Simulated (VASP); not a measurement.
# MgO (Periclase) (Fm-3m) in VASP: further runs

The runs below take MgO (Periclase) through density of states, with PBE.

Program: VASP 6.6.1. These are calculated values, not measurements. Logs are shortened: lines on timing, memory, paths and dates and some standing lists are left out, and cuts for length are marked.

## 1. The cell of the first run

It takes space group Fm-3m (No. 225, cubic). The conventional cell has a = 4.254 Å, b = 4.254 Å, c = 4.254 Å, α = 90.00°, β = 90.00°, γ = 90.00°. Within 2.8 Å of Mg (site symmetry m-3m) lie 6 O at 2.13 Å. O (site symmetry m-3m) has 6 Mg at 2.13 Å within 2.8 Å.

## 2. Density of states, PBE

Contents of POSCAR:

```
MgO
1.0
    0.0000000000      2.1268522619      2.1268522619
    2.1268522619      0.0000000000      2.1268522619
    2.1268522619      2.1268522619      0.0000000000
Mg O
1 1
Direct
    0.0000000000      0.0000000000      0.0000000000
    0.5000000000      0.5000000000      0.5000000000
```

Contents of INCAR.step1:

```
SYSTEM = MgO
PREC = Accurate ; ENCUT = 520
EDIFF = 1E-6 ; ISMEAR = 0
SIGMA = 0.02 ; LREAL = .FALSE.
LASPH = .TRUE. ; NELM = 60
ALGO = Normal ; ISIF = 2
LWAVE = .FALSE. ; LCHARG = .TRUE.
GGA = PE ; NBANDS = 11
```

Contents of KPOINTS.step1:

```
Automatic mesh
0
G
  10 10 10
  0 0 0
```

Contents of INCAR.step2:

```
SYSTEM = MgO
PREC = Accurate ; ENCUT = 520
EDIFF = 1E-6 ; ISMEAR = -5
SIGMA = 0.02 ; LREAL = .FALSE.
LASPH = .TRUE. ; NELM = 60
ALGO = Normal ; ISIF = 2
LWAVE = .FALSE. ; LCHARG = .FALSE.
GGA = PE ; LORBIT = 11
NEDOS = 2001 ; ICHARG = 11
```

Contents of KPOINTS.step2:

```
Automatic mesh
0
G
  15 15 15
  0 0 0
```

Potentials or basis: VASP PAW PBE potentials, release 64 (Mg, O).

The run is started by

```
> cat potpaw_PBE.64/Mg/POTCAR potpaw_PBE.64/O/POTCAR > POTCAR
> cp INCAR.step1 INCAR
> cp KPOINTS.step1 KPOINTS
> mpirun -np 1 vasp_std > vasp.out
> cp INCAR.step2 INCAR
> cp KPOINTS.step2 KPOINTS
> mpirun -np 1 vasp_std > vasp.out
```

OUTCAR:

```text
SYSTEM = MgO
   PREC = Accurate
   ENCUT = 520
   EDIFF = 1E-6
   ISMEAR = -5
   LREAL = .FALSE.
   LASPH = .TRUE.
   NELM = 60
   ISIF = 2
   GGA = PE
   LORBIT = 11
   ICHARG = 11

 ion  position               nearest neighbor table
   1  0.000  0.000  0.000-   2 2.13   2 2.13   2 2.13   2 2.13   2 2.13   2 2.13
   2  0.500  0.500  0.500-   1 2.13   1 2.13   1 2.13   1 2.13   1 2.13   1 2.13

  LATTYP: Found a face centered cubic cell.
 ALAT       =     4.2537045238

  Lattice vectors:

 A1 = (   0.0000000000,   2.1268522619,   2.1268522619)
 A2 = (   2.1268522619,   0.0000000000,   2.1268522619)
 A3 = (   2.1268522619,   2.1268522619,   0.0000000000)

Analysis of symmetry for initial positions (statically):
=====================================================================
 Subroutine PRICEL returns:
 Original cell was already a primitive cell.

 Routine SETGRP: Setting up the symmetry group for a
 face centered cubic supercell.

 Subroutine GETGRP returns: Found 48 space group operations
 (whereof 48 operations were pure point group operations)
 out of a pool of 48 trial point group operations.

The static configuration has the point symmetry O_h .

Analysis of symmetry for dynamics (positions and initial velocities):
=====================================================================
 Subroutine PRICEL returns:
 Original cell was already a primitive cell.

 Routine SETGRP: Setting up the symmetry group for a
 face centered cubic supercell.

 Subroutine GETGRP returns: Found 48 space group operations
 (whereof 48 operations were pure point group operations)
 out of a pool of 48 trial point group operations.

The dynamic configuration has the point symmetry O_h .

 Subroutine INISYM returns: Found 48 space group operations
 (whereof 48 operations are pure point group operations),
 and found     1 'primitive' translations

----------------------------------------------------------------------------------------

                                     Primitive cell

  volume of cell :      19.2416

  direct lattice vectors                    reciprocal lattice vectors
     0.000000000  2.126852262  2.126852262    -0.235089202  0.235089202  0.235089202
     2.126852262  0.000000000  2.126852262     0.235089202 -0.235089202  0.235089202
     2.126852262  2.126852262  0.000000000     0.235089202  0.235089202 -0.235089202

  length of vectors
     3.007823314  3.007823314  3.007823314     0.407186441  0.407186441  0.407186441

[... 87 lines left out ...]
   NFREE  =      0    steps in history (QN), initial steepest desc. (CG)
   ISIF   =      2    stress and relaxation
   ISYM   =      2    0-nonsym 1-usesym 2-fastsym
   POTIM  = 0.5000    time-step for ionic-motion
   TEBEG  =    0.0;   TEEND  =   0.0 temperature during run
   PSTRESS=    0.0 pullay stress
   NELECT =       8.0000    total number of electrons
   NUPDOWN=      -1.0000    fix difference up-down
   EMIN   =  10.00;   EMAX   =-10.00  energy-range for DOS
   EFERMI =   0.00;   METHOD = LEGACY
   ISMEAR =    -5;   SIGMA  =   0.02  broadening in eV -4-tet -1-fermi 0-gaus
   EFERMI_NEDOS =   21; number of points for ismear=-14 and -15
   IALGO  =     38    algorithm
   IMIX   =      4    mixing-type and parameters
     AMIX     =   0.40;   BMIX     =  1.00
     AMIX_MAG =   1.60;   BMIX_MAG =  1.00
  volume/ion in A,a.u.               =       9.62        64.92
  Fermi-wavevector in a.u.,A,eV,Ry     =   1.221868  2.308995 20.312962  1.492961
  Thomas-Fermi vector in A             =   2.357035
   LORBIT       =     11    0 simple, 1 ext, 2 COOP (PROOUT), +10 PAW based schemes
   GGA     = PE    functional components
   LHFCALC =     F    Hartree Fock is set to
   AEXX    =    0.0000 exact exchange contribution
   IVDW    =     0    specifies the selected vdW correction
   LEPSILON=     F    determine dielectric tensor
   LRPA    =     F    only Hartree local field effects (RPA)
 non-spin polarized calculation
 Fermi weights with tetrahedron method with Bloechl corrections
  energy-cutoff  :      520.00
  volume of cell :       19.24
 maximum number of plane-waves:       534

 number of electron       8.0000004 magnetization

 Free energy of the ion-electron system (eV)
  ---------------------------------------------------
  ext. energy  EPLUGINS =         0.00000000
  ---------------------------------------------------
  free energy    TOTEN  =       -11.91170209 eV

  energy without entropy =      -11.91170209  energy(sigma->0) =      -11.91170209

 E-fermi :   2.9746     XC(G=0): -10.9397

 val. band max:        2.9688267007   @ k =   0.0000   0.0000   0.0000
 cond. band min:       7.4134361559   @ k =   0.0000   0.0000   0.0000
 fundamental gap:      4.4446094552
 Fermi energy:         2.9746138188

 k-point     1 :       0.0000    0.0000    0.0000
  band No.  band energies     occupation
      1     -14.1459      2.00000
      2       2.9688      2.00000
      3       2.9688      2.00000
      4       2.9688      2.00000
      5       7.4134      0.00000
      6      18.6012      0.00000
      7      18.6012      0.00000
      8      18.6012      0.00000
[... 243 lines left out ...]
 k-point    24 :       0.2000    0.1333    0.0000
  band No.  band energies     occupation
      1     -13.7695      2.00000
      2       1.2729      2.00000
      3       2.5913      2.00000
      4       2.5978      2.00000
      5       9.4047      0.00000
      6      15.5342      0.00000
      7      19.2898      0.00000
      8      19.3978      0.00000

 [... further k-points ...]
[... 5 lines left out ...]
  --------------------------------------------------------------------------------------
  -------------------------------------------------------------------------------------
  Total       -0.0867249     -0.0867249     -0.0867249     -0.0000000      0.0000000     -0.0000000
  in kB       -7.2212509     -7.2212509     -7.2212509     -0.0000000      0.0000000     -0.0000000
  external PRESSURE =      -7.2212509 kB  Pullay stress =       0.0000000 kB

 VOLUME and BASIS-vectors are now :
 -----------------------------------------------------------------------------
  energy-cutoff  :      520.00
  volume of cell :       19.24
      direct lattice vectors                 reciprocal lattice vectors
     0.000000000  2.126852262  2.126852262    -0.235089202  0.235089202  0.235089202
     2.126852262  0.000000000  2.126852262     0.235089202 -0.235089202  0.235089202
     2.126852262  2.126852262  0.000000000     0.235089202  0.235089202 -0.235089202

 POSITION                                       TOTAL-FORCE (eV/Angst)
 -----------------------------------------------------------------------------------
      0.00000      0.00000      0.00000        -0.000000     -0.000000     -0.000000
      2.12685      2.12685      2.12685         0.000000      0.000000      0.000000
 -----------------------------------------------------------------------------------
    total drift:                               -0.000000     -0.000000      0.000000

  FREE ENERGIE OF THE ION-ELECTRON SYSTEM (eV)
  ---------------------------------------------------
  free  energy   TOTEN  =       -11.9117020863 eV

  energy  without entropy=      -11.9117020863  energy(sigma->0) =      -11.91170209

 total charge

# of ion       s       p       d       tot
------------------------------------------
    1        0.144   0.170   0.074   0.388
    2        1.542   3.544   0.000   5.085
--------------------------------------------------
tot          1.686   3.714   0.074   5.474
```

Wall time 48 s (1 thread of AMD EPYC 7R13, shared host); peak memory 0.12 GiB.

What came out:

```
Valence electrons inside the program's atomic spheres : Mg 0.39; O 5.08
```

## 3. Density of states, PBE

Contents of POSCAR:

```
MgO
1.0
    0.0000000000      2.1268522620      2.1268522620
    2.1268522620      0.0000000000      2.1268522620
    2.1268522620      2.1268522620      0.0000000000
Mg O
1 1
Direct
    0.0000000000      0.0000000000      0.0000000000
    0.5000000000      0.5000000000      0.5000000000
```

INCAR.step1 is that of step 2.

KPOINTS.step1 is that of step 2.

INCAR.step2 is that of step 2.

KPOINTS.step2 is that of step 2.

Potentials or basis: VASP PAW PBE potentials, release 64 (Mg, O).

The run is started by

```
> cat potpaw_PBE.64/Mg/POTCAR potpaw_PBE.64/O/POTCAR > POTCAR
> cp INCAR.step1 INCAR
> cp KPOINTS.step1 KPOINTS
> mpirun -np 1 vasp_std > vasp.out
> cp INCAR.step2 INCAR
> cp KPOINTS.step2 KPOINTS
> mpirun -np 1 vasp_std > vasp.out
```

Wall time 23 s (1 thread of Intel Xeon 8259CL, shared host); peak memory 0.15 GiB.

It converged, with:

```
Valence electrons inside the program's atomic spheres : Mg 0.39; O 5.08
```

Levels at points of the mesh, in eV from the valence-band top:
```tsv
k point	band 1	band 2	band 3	band 4	band 5	band 6	band 7	band 8
(0.00, 0.00, 0.00)	-17.11	0.00	0.00	0.00	4.44	15.63	15.63	15.63
```
